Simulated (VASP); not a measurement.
# MnO (Fm-3m) in VASP: notebook

Runs on MnO. Level: LDA+U. Tasks: single point.

Everything below comes from runs of VASP 6.6.1. Logs are shortened: lines on timing, memory, paths and dates and some standing lists are left out, and cuts for length are marked.

## (1) The cell of the first run

The structure is cubic, space group Fm-3m (No. 225). The conventional cell has a = 4.444 Å, b = 4.444 Å, c = 4.444 Å, α = 90.00°, β = 90.00°, γ = 90.00°. Within 2.9 Å of Mn (site symmetry m-3m) lie 6 O at 2.22 Å. Within 2.9 Å of O (site symmetry m-3m) lie 6 Mn at 2.22 Å.

## (2) Single point, LDA+U, collinear spin, ferromagnetic start

The input, INCAR:

```
SYSTEM = MnO
ALGO     = Normal         ! electronic algorithm
EDIFF    = 1E-6           ! SCF threshold, eV
ENCUT    = 520            ! plane-wave cutoff, eV
GGA      = CA             ! functional
ISIF     = 2              ! what is computed and relaxed
ISMEAR   = 0              ! smearing method
ISPIN    = 2              ! spin polarisation
LASPH    = .True.         ! aspherical terms in the spheres
LCHARG   = .True.         ! write CHGCAR
LDAU     = .True.         ! DFT+U
LDAUJ    = 0.7 0        
LDAUL    = 2 -1           ! shell
LDAUPRINT= 1            
LDAUTYPE = 1            
LDAUU    = 4 0            ! U, eV
LELF     = .True.         ! ELF
LMAXMIX  = 4              ! l up to which the mixer works
LORBIT   = 11             ! projections on sites
LREAL    = .False.        ! projectors in reciprocal space
LVHAR    = .True.       
LWAVE    = .False.        ! write WAVECAR
MAGMOM   = 4.66 0.24      ! initial moments
NBANDS   = 20             ! bands
NELM     = 150            ! most SCF steps
PREC     = Accurate       ! precision mode
SIGMA    = 0.05           ! smearing width, eV
```

The input, KPOINTS:

```
k-points
0
Gamma
  7 7 7
  0 0 0
```

The input, POSCAR:

```
MnO
1.0
    0.0000000000      2.2220003300      2.2220003300
    2.2220003300      0.0000000000      2.2220003300
    2.2220003300      2.2220003300      0.0000000000
Mn O
1 1
Direct
    0.0000000000      0.0000000000      0.0000000000
    0.5000000000      0.5000000000      0.5000000000
```

Potentials or basis: VASP PAW LDA potentials, release 64 (Mn_pv, O).

Launch:

```
$ cat potpaw_LDA.64/Mn_pv/POTCAR potpaw_LDA.64/O/POTCAR > POTCAR
$ mpirun -np 1 vasp_std > vasp.out
```

OUTCAR:

```text
SYSTEM = MnO
   EDIFF = 1E-6
   ENCUT = 520
   GGA = CA
   ISIF = 2
   ISMEAR = 0
   ISPIN = 2
   LASPH = .True.
   LORBIT = 11
   LREAL = .False.
   NELM = 150
   PREC = Accurate

 ion  position               nearest neighbor table
   1  0.000  0.000  0.000-   2 2.22   2 2.22   2 2.22   2 2.22   2 2.22   2 2.22
   2  0.500  0.500  0.500-   1 2.22   1 2.22   1 2.22   1 2.22   1 2.22   1 2.22

  LATTYP: Found a face centered cubic cell.
 ALAT       =     4.4440006600

  Lattice vectors:

 A1 = (   0.0000000000,   2.2220003300,   2.2220003300)
 A2 = (   2.2220003300,   0.0000000000,   2.2220003300)
 A3 = (   2.2220003300,   2.2220003300,   0.0000000000)

Analysis of symmetry for initial positions (statically):
=====================================================================
 Subroutine PRICEL returns:
 Original cell was already a primitive cell.

 Routine SETGRP: Setting up the symmetry group for a
 face centered cubic supercell.

 Subroutine GETGRP returns: Found 48 space group operations
 (whereof 48 operations were pure point group operations)
 out of a pool of 48 trial point group operations.

The static configuration has the point symmetry O_h .

Analysis of symmetry for dynamics (positions and initial velocities):
=====================================================================
 Subroutine PRICEL returns:
 Original cell was already a primitive cell.

 Routine SETGRP: Setting up the symmetry group for a
 face centered cubic supercell.

 Subroutine GETGRP returns: Found 48 space group operations
 (whereof 48 operations were pure point group operations)
 out of a pool of 48 trial point group operations.

The dynamic configuration has the point symmetry O_h .

Analysis of structural, dynamic, and magnetic symmetry:
=====================================================================
 Subroutine PRICEL returns:
 Original cell was already a primitive cell.

 Routine SETGRP: Setting up the symmetry group for a
 face centered cubic supercell.

 Subroutine GETGRP returns: Found 48 space group operations
 (whereof 48 operations were pure point group operations)
 out of a pool of 48 trial point group operations.

The overall configuration has the point symmetry O_h .

 Subroutine INISYM returns: Found 48 space group operations
 (whereof 48 operations are pure point group operations),
 and found     1 'primitive' translations

----------------------------------------------------------------------------------------

                                     Primitive cell

  volume of cell :      21.9413

  direct lattice vectors                    reciprocal lattice vectors
     0.000000000  2.222000330  2.222000330    -0.225022469  0.225022469  0.225022469
     2.222000330  0.000000000  2.222000330     0.225022469 -0.225022469  0.225022469
     2.222000330  2.222000330  0.000000000     0.225022469  0.225022469 -0.225022469

  length of vectors
     3.142383002  3.142383002  3.142383002     0.389750349  0.389750349  0.389750349

  position of ions in fractional coordinates (direct lattice)
     0.000000000  0.000000000  0.000000000
     0.500000000  0.500000000  0.500000000

  ion indices of the primitive-cell ions
   primitive index   ion index
                 1           1
                 2           2

----------------------------------------------------------------------------------------

 KPOINTS: k-points

Automatic generation of k-mesh.
 Grid dimensions read from file:
 generate k-points for:    7    7    7

 Generating k-lattice:

  Cartesian coordinates                     Fractional coordinates (reciprocal lattice)
    -0.032146067  0.032146067  0.032146067     0.142857143  0.000000000  0.000000000
     0.032146067 -0.032146067  0.032146067     0.000000000  0.142857143  0.000000000
     0.032146067  0.032146067 -0.032146067     0.000000000  0.000000000  0.142857143

  Length of vectors
     0.055678621  0.055678621  0.055678621

  Shift w.r.t. Gamma in fractional coordinates (k-lattice)
[... 32 lines left out ...]
   dimension x,y,z NGX =    24 NGY =   24 NGZ =   24
   dimension x,y,z NGXF=    48 NGYF=   48 NGZF=   48
   ions per type =               1   1
   NGX,Y,Z   is equivalent  to a cutoff of  12.70, 12.70, 12.70 a.u.
   NGXF,Y,Z  is equivalent  to a cutoff of  25.39, 25.39, 25.39 a.u.
 SYSTEM =  MnO
   PREC   = accura    normal or accurate (medium, high low for compatibility)
   ISTART =      0    job   : 0-new  1-cont  2-samecut
   ICHARG =      2    charge: 1-file 2-atom 10-const
   ISPIN  =      2    spin polarized calculation?
   LNONCOLLINEAR =      F non collinear calculations
   LSORBIT =      F    spin-orbit coupling
   LASPH  =      T    aspherical Exc in radial PAW
   ENCUT  =  520.0 eV  38.22 Ry    6.18 a.u.   5.84  5.84  5.84*2*pi/ulx,y,z
   NELM   =    150;   NELMIN=  2; NELMDL= -5     # of ELM steps
   EDIFF  = 0.1E-05   stopping-criterion for ELM
   LREAL  =      F    real-space projection
[... 57 lines left out ...]
 -0.0000 -0.0000 -0.0000  0.0223  0.0000
  0.0000  0.0000 -0.0000  0.0000  0.0823

 occupancies and eigenvectors

  o =  0.0223  v =  0.0000  0.0000  0.0000  0.0000  0.0000  0.0139  0.8866 -0.0000  0.4623 -0.0000      0.0000  0.0000  0.0000  0.0000  0.0000  0.0000  0.0000  0.0000  0.0000  0.0000
  o =  0.0223  v =  0.0000  0.0000  0.0000  0.0000  0.0000  0.0826 -0.4618  0.0000  0.8831 -0.0000      0.0000  0.0000  0.0000  0.0000  0.0000  0.0000  0.0000  0.0000  0.0000  0.0000
  o =  0.0223  v =  0.0000  0.0000  0.0000  0.0000  0.0000  0.9965  0.0259  0.0000 -0.0797 -0.0000      0.0000  0.0000  0.0000  0.0000  0.0000  0.0000  0.0000  0.0000  0.0000  0.0000
  o =  0.0823  v =  0.0000  0.0000  0.0000  0.0000  0.0000  0.0000 -0.0000 -0.9998  0.0000 -0.0198      0.0000  0.0000  0.0000  0.0000  0.0000  0.0000  0.0000  0.0000  0.0000  0.0000
  o =  0.0823  v =  0.0000  0.0000  0.0000  0.0000  0.0000 -0.0000 -0.0000  0.0198 -0.0000 -0.9998      0.0000  0.0000  0.0000  0.0000  0.0000  0.0000  0.0000  0.0000  0.0000  0.0000
  o =  0.9364  v =  1.0000  0.0000  0.0000  0.0000  0.0000  0.0000  0.0000  0.0000  0.0000  0.0000      0.0000  0.0000  0.0000  0.0000  0.0000  0.0000  0.0000  0.0000  0.0000  0.0000
  o =  0.9364  v =  0.0000 -0.6509 -0.0000 -0.7592  0.0000  0.0000  0.0000  0.0000  0.0000  0.0000      0.0000  0.0000  0.0000  0.0000  0.0000  0.0000  0.0000  0.0000  0.0000  0.0000
  o =  0.9364  v =  0.0000  0.7592 -0.0000 -0.6509 -0.0000  0.0000  0.0000  0.0000  0.0000  0.0000      0.0000  0.0000  0.0000  0.0000  0.0000  0.0000  0.0000  0.0000  0.0000  0.0000
  o =  0.9743  v =  0.0000 -0.0000  0.0595 -0.0000 -0.9982  0.0000  0.0000  0.0000  0.0000  0.0000      0.0000  0.0000  0.0000  0.0000  0.0000  0.0000  0.0000  0.0000  0.0000  0.0000
  o =  0.9743  v =  0.0000  0.0000  0.9982 -0.0000  0.0595  0.0000  0.0000  0.0000  0.0000  0.0000      0.0000  0.0000  0.0000  0.0000  0.0000  0.0000  0.0000  0.0000  0.0000  0.0000

 number of electron      18.9999992 magnetization       5.0000140

 Free energy of the ion-electron system (eV)
  ---------------------------------------------------
  ext. energy  EPLUGINS =         0.00000000
  ---------------------------------------------------
  free energy    TOTEN  =       -16.64887489 eV

  energy without entropy =      -16.64884982  energy(sigma->0) =      -16.64886235

 E-fermi :   6.8337     XC(G=0): -12.3425

 val. band max:        6.7359984511   @ k =   0.4286   0.0000   0.0000
 cond. band min:       6.8928817157   @ k =   0.0000   0.0000   0.0000
 fundamental gap:      0.1568832646
 Fermi energy:         6.8336634808

 spin component 1

 k-point     1 :       0.0000    0.0000    0.0000
  band No.  band energies     occupation
      1     -42.5478      1.00000
      2     -42.5478      1.00000
      3     -42.5478      1.00000
      4     -12.5373      1.00000
      5       2.8434      1.00000
      6       2.8434      1.00000
[... 436 lines left out ...]
      6       0.6058      1.00000
[... 12 lines left out ...]
     19      32.6886      0.00000
     20      33.6069      0.00000
 Fermi energy:         6.8336634808

 spin component 2

 k-point     1 :       0.0000    0.0000    0.0000
  band No.  band energies     occupation
      1     -38.0360      1.00000
      2     -38.0360      1.00000
      3     -38.0360      1.00000
      4     -12.0641      1.00000
      5       4.1595      1.00000
      6       4.1595      1.00000
[... 449 lines left out ...]
     19      34.4989      0.00000
     20      34.7569      0.00000

------------------------ aborting loop because EDIFF is reached ----------------------------------------

  FORCE on cell =-STRESS in cart. coord.  units (eV):
  Direction    XX          YY          ZZ          XY          YZ          ZX
  --------------------------------------------------------------------------------------
  -------------------------------------------------------------------------------------
  Total       -0.7230631     -0.7230631     -0.7230631     -0.0000000     -0.0000000     -0.0000000
  in kB      -52.7988483    -52.7988483    -52.7988483     -0.0000000     -0.0000000     -0.0000000
  external PRESSURE =     -52.7988483 kB  Pullay stress =       0.0000000 kB

 VOLUME and BASIS-vectors are now :
 -----------------------------------------------------------------------------
  energy-cutoff  :      520.00
  volume of cell :       21.94
      direct lattice vectors                 reciprocal lattice vectors
     0.000000000  2.222000330  2.222000330    -0.225022469  0.225022469  0.225022469
     2.222000330  0.000000000  2.222000330     0.225022469 -0.225022469  0.225022469
     2.222000330  2.222000330  0.000000000     0.225022469  0.225022469 -0.225022469

 POSITION                                       TOTAL-FORCE (eV/Angst)
 -----------------------------------------------------------------------------------
      0.00000      0.00000      0.00000        -0.000000      0.000000     -0.000000
      2.22200      2.22200      2.22200         0.000000     -0.000000      0.000000
 -----------------------------------------------------------------------------------
    total drift:                                0.000000     -0.000000     -0.000000

  FREE ENERGIE OF THE ION-ELECTRON SYSTEM (eV)
  ---------------------------------------------------
  free  energy   TOTEN  =       -16.6488748872 eV

  energy  without entropy=      -16.6488498226  energy(sigma->0) =      -16.64886235

 total charge

# of ion       s       p       d       tot
------------------------------------------
    1        0.214   6.188   4.969  11.371
    2        1.544   3.425   0.000   4.968
--------------------------------------------------
tot          1.758   9.613   4.969  16.339

 magnetization (x)

# of ion       s       p       d       tot
------------------------------------------
    1        0.028   0.021   4.515   4.564
    2        0.024   0.164   0.000   0.187
--------------------------------------------------
tot          0.052   0.185   4.515   4.752
```

Run time: 12 s. Hardware: 1 thread of Intel Xeon 8259CL, shared host; peak memory 0.14 GiB.

What came out:

```
Free energy                                           : -16.6489 eV
Pressure                                              : -5.3 GPa
Band gap on the k mesh                                : 0.16 eV, indirect (least direct gap 2.73 eV)
Net moment                                            : 5.00 μB per cell
Site moments                                          : Mn +4.56; O +0.19 μB
Valence electrons inside the program's atomic spheres : Mn 11.37; O 4.97
```

Eigenvalues of the final occupation matrices:
| site | spin | trace | eigenvalues |
| --- | --- | --- | --- |
| site 1 d | 1 | 4.76 | 0.94 0.94 0.94 0.97 0.97 |
| site 1 d | 2 | 0.23 | 0.02 0.02 0.02 0.08 0.08 |

Caveat: a cell with one magnetic atom can't hold antiferromagnetic order, which such compounds often take. A k mesh can miss the band edges.

## (3) Single point, LDA+U, collinear spin, ferromagnetic start

The input, INCAR:

```
PREC = Accurate
ENCUT = 520
EDIFF = 1E-6
ISMEAR = 0
SIGMA = 0.05
LREAL = F
LASPH = T
NELM = 150
ALGO = Normal
ISIF = 2
LWAVE = F
LCHARG = F
ISPIN = 2
MAGMOM = 4.66 0.24
LORBIT = 11
LMAXMIX = 4
LDAU = T
LDAUTYPE = 1
LDAUL = 2 -1
LDAUU = 4 0
LDAUJ = 0.7 0
LDAUPRINT = 1
NBANDS = 20
```

The input, KPOINTS:

```
Automatic mesh
0
Gamma
  7 7 7
```

POSCAR is that of step 2.

Potentials or basis: VASP PAW LDA potentials, release 64 (Mn_pv, O).

Launch:

```
$ cat potpaw_LDA.64/Mn_pv/POTCAR potpaw_LDA.64/O/POTCAR > POTCAR
$ mpirun -np 1 vasp_std > vasp.out
```

It took 11 s on 1 thread of Intel Xeon 8259CL, shared host; peak memory 0.14 GiB.

It converged, with:

```yaml
Free_energy: -16.6489 eV
Pressure: -5.3 GPa
Band_gap_on_the_k_mesh: 0.16 eV, indirect (least direct gap 2.73 eV)
Net_moment: 5.00 μB per cell
Site_moments: Mn +4.56; O +0.19 μB
Valence_electrons_inside_the_program's_atomic_spheres: Mn 11.37; O 4.97
```

Levels at points of the mesh, in eV from the valence-band top:
Spin up:
```csv
k point,band 10,band 11,band 12,band 13,band 14,band 15
"(0.00, 0.00, 0.00)",-3.01,-3.01,-3.01,0.16,14.41,16.21
```
Spin down:
| k point | band 5 | band 6 | band 7 | band 8 | band 9 | band 10 |
| --- | --- | --- | --- | --- | --- | --- |
| (0.00, 0.00, 0.00) | -2.58 | -2.58 | -2.58 | 1.27 | 2.43 | 2.43 |

Eigenvalues of the final occupation matrices:
| site | spin | trace | eigenvalues |
| --- | --- | --- | --- |
| site 1 d | 1 | 4.76 | 0.94 0.94 0.94 0.97 0.97 |
| site 1 d | 2 | 0.23 | 0.02 0.02 0.02 0.08 0.08 |

Caveat: a cell with one magnetic atom can't hold antiferromagnetic order, which such compounds often take. The state reached can hang on the start; a lower one may exist.

## (4) Single point, LDA+U, collinear spin, ferromagnetic start

The input, INCAR:

```
ALGO     = Normal         # electronic algorithm
EDIFF    = 1E-7           # SCF threshold, eV
ENCUT    = 520            # plane-wave cutoff, eV
GGA      = CA             # functional
ISIF     = 2              # what is computed and relaxed
ISMEAR   = 0              # smearing method
ISPIN    = 2              # spin polarisation
LASPH    = T              # aspherical terms in the spheres
LCHARG   = F              # write CHGCAR
LDAU     = T              # DFT+U
LDAUJ    = 0.7 0        
LDAUL    = 2 -1           # shell
LDAUPRINT= 1            
LDAUTYPE = 1            
LDAUU    = 4 0            # U, eV
LMAXMIX  = 4              # l up to which the mixer works
LORBIT   = 11             # projections on sites
LREAL    = F              # projectors in reciprocal space
LWAVE    = F              # write WAVECAR
MAGMOM   = 5 0            # initial moments
NBANDS   = 20             # bands
NELM     = 150            # most SCF steps
PREC     = Accurate       # precision mode
SIGMA    = 0.05           # smearing width, eV
```

The input, KPOINTS:

```
k-points
0
Gamma
  7 7 7
```

POSCAR is that of step 3.

Launch:

```
$ cat potpaw_LDA.64/Mn_pv/POTCAR potpaw_LDA.64/O/POTCAR > POTCAR
$ mpirun -np 1 vasp_std > vasp.out
```

It took 17 s on 1 thread of Intel Xeon 8259CL, shared host; peak memory 0.14 GiB.

Results (log left out):

| Property | Result |
| --- | --- |
| Free energy | -16.6489 eV |
| Pressure | -5.4 GPa |
| Band gap on the k mesh | 0.16 eV, indirect (least direct gap 2.73 eV) |
| Net moment | 5.00 μB per cell |
| Site moments | Mn +4.56; O +0.19 μB |
| Valence electrons inside the program's atomic spheres | Mn 11.37; O 4.97 |

Levels at points of the mesh, in eV from the valence-band top:
Spin up:
```
           k point  band 8  band 9  band 10  band 11  band 12  band 13  band 14  band 15  band 16  band 17
(0.00, 0.00, 0.00)   -3.52   -3.52    -3.01    -3.01    -3.01     0.16    14.41    16.21    16.21    16.21
```
Spin down:
| k point | band 4 | band 5 | band 6 | band 7 | band 8 | band 9 | band 10 | band 11 |
| --- | --- | --- | --- | --- | --- | --- | --- | --- |
| (0.00, 0.00, 0.00) | -18.80 | -2.58 | -2.58 | -2.58 | 1.27 | 2.43 | 2.43 | 2.43 |

Eigenvalues of the final occupation matrices:
| site | spin | trace | eigenvalues |
| --- | --- | --- | --- |
| site 1 d | 1 | 4.76 | 0.94 0.94 0.94 0.97 0.97 |
| site 1 d | 2 | 0.23 | 0.02 0.02 0.02 0.08 0.08 |

Caveat: a cell with one magnetic atom can't hold antiferromagnetic order, which such compounds often take. A k mesh can miss the band edges.

## (5) Single point, LDA+U, collinear spin, ferromagnetic start

The input, INCAR:

```
ALGO = Normal ; EDIFF = 1E-6
ENCUT = 520 ; GGA = CA
ISIF = 2 ; ISMEAR = 0
ISPIN = 2 ; LASPH = T
LCHARG = T ; LDAU = T
LDAUJ = 0.7 0 ; LDAUL = 2 -1
LDAUPRINT = 1 ; LDAUTYPE = 1
LDAUU = 4 0 ; LELF = T
LMAXMIX = 4 ; LORBIT = 11
LREAL = F ; LVHAR = T
LWAVE = F ; MAGMOM = 2.81 0.07
NBANDS = 20 ; NELM = 150
PREC = Accurate ; SIGMA = 0.05
```

KPOINTS is that of step 4.

POSCAR is that of step 4.

Launch:

```
$ cat potpaw_LDA.64/Mn_pv/POTCAR potpaw_LDA.64/O/POTCAR > POTCAR
$ mpirun -np 1 vasp_std > vasp.out
```

Run time: 18 s. Hardware: 1 thread of Intel Xeon 8259CL, shared host; peak memory 0.13 GiB.

Results (log left out):

```
Free energy                                           : -16.6489 eV
Pressure                                              : -5.3 GPa
Net moment                                            : 5.00 μB per cell
Site moments                                          : Mn +4.56; O +0.19 μB
Valence electrons inside the program's atomic spheres : Mn 11.37; O 4.97
```

Levels at points of the mesh, in eV from the Fermi level:
Spin up:
| k point | band 9 | band 10 | band 11 | band 12 | band 13 | band 14 | band 15 | band 16 |
| --- | --- | --- | --- | --- | --- | --- | --- | --- |
| (0.00, 0.00, 0.00) | -3.61 | -3.11 | -3.11 | -3.11 | 0.06 | 14.31 | 16.11 | 16.11 |
Spin down:
```
           k point  band 4  band 5  band 6  band 7  band 8  band 9  band 10  band 11
(0.00, 0.00, 0.00)  -18.90   -2.67   -2.67   -2.67    1.17    2.34     2.34     2.34
```

Eigenvalues of the final occupation matrices:
```tsv
site	spin	trace	eigenvalues
site 1 d	1	4.76	0.94 0.94 0.94 0.97 0.97
site 1 d	2	0.23	0.02 0.02 0.02 0.08 0.08
```

Caveat: a cell with one magnetic atom can't hold antiferromagnetic order, which such compounds often take. The state reached can hang on the start; a lower one may exist.
